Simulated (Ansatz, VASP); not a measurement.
# Pb: VASP beside Ansatz

The input INCAR:

```
SYSTEM = Pb
ALGO = Normal
EDIFF = 1E-6
ENCUT = 520
GGA = PE
ISIF = 2
ISMEAR = -1
LASPH = .TRUE.
LCHARG = .TRUE.
LELF = .TRUE.
LREAL = .FALSE.
LVHAR = .TRUE.
LWAVE = .FALSE.
NBANDS = 28
NELM = 80
PREC = Accurate
SIGMA = 0.08
```

The input KPOINTS:

```
k-points
0
G
  7 7 10
  0 0 0
```

The input POSCAR:

```
Pb
1.0
    4.2100943125      0.0000000000      0.0000000000
   -2.1050471562      3.6460486269      0.0000000000
    0.0000000000      0.0000000000      2.5252010318
Pb
3
Direct
    0.0000000000      0.0000000000      0.0000000000
    0.3333333333      0.6666666667      0.5000000000
    0.6666666667      0.3333333333      0.5000000000
```

Input for Ansatz:

```yaml
crystal:
  lattice:
    - [4.2100943125, 0.0, 0.0]
    - [-2.1050471562, 3.6460486269, 0.0]
    - [0.0, 0.0, 2.5252010318]
  atoms:
    - { symbol: Pb, position: [0.0, 0.0, 0.0] }
    - { symbol: Pb, position: [0.3333333333, 0.6666666667, 0.5] }
    - { symbol: Pb, position: [0.6666666667, 0.3333333333, 0.5] }
kpoints:
  mp_grid: { grid: [7, 7, 10] }
  band_path:
    path:
      - [0.0, 0.0, 0.0]
      - [0.5, 0.0, 0.0]
      - [0.3333333333, 0.3333333333, 0.0]
      - [0.0, 0.0, 0.0]
      - [0.0, 0.0, 0.5]
      - [0.5, 0.0, 0.5]
      - [0.3333333333, 0.3333333333, 0.5]
      - [0.0, 0.0, 0.5]
      - [0.5, 0.0, 0.5]
    npoints: 8
scf:
  occupations: { method: fermi_dirac, width: 0.08 }
hamiltonian:
  xc: pbe
  pseudopotentials: { kind: all_electron, lapw: { basis_error: 0.001 } }
output:
  forces: true
  stress: true
  eigenvalues: true
  populations: true
  dos: { projected: true, de: 0.2, e_range: [-14, 8] }
```

Change from the starting cell: volume scaled by 0.4, LAPW.

Alike in both runs: task single point; functional PBE; k mesh 7 × 7 × 10; occupations fermi-dirac, width 0.08 eV; no spin polarisation.

```csv
,VASP,Ansatz
version,VASP 6.6.1,Ansatz 0.2.0
potentials or method,"VASP PAW PBE potentials, release 64 (Pb_d), cutoff 520 eV","all-electron LAPW, scalar-relativistic"
```

Ansatz gave:

| Item | Value |
| --- | --- |
| pressure (GPa) | 334.4 |
| traceless stress, the component that is largest in VASP (GPa) | 0.10 |

**Question.** What did VASP give for the same quantities?

**Answer.** Pressure (GPa): 334.7; traceless stress, the component that is largest in VASP (GPa): 0.09.

Both programs put the cell under a high pressure, so it lies far from rest at this level. Ansatz ran all-electron here, and VASP with PAW potentials.

Neither program's run includes spin-orbit coupling. Noted on VASP's run: the cell as given lies far from equilibrium.
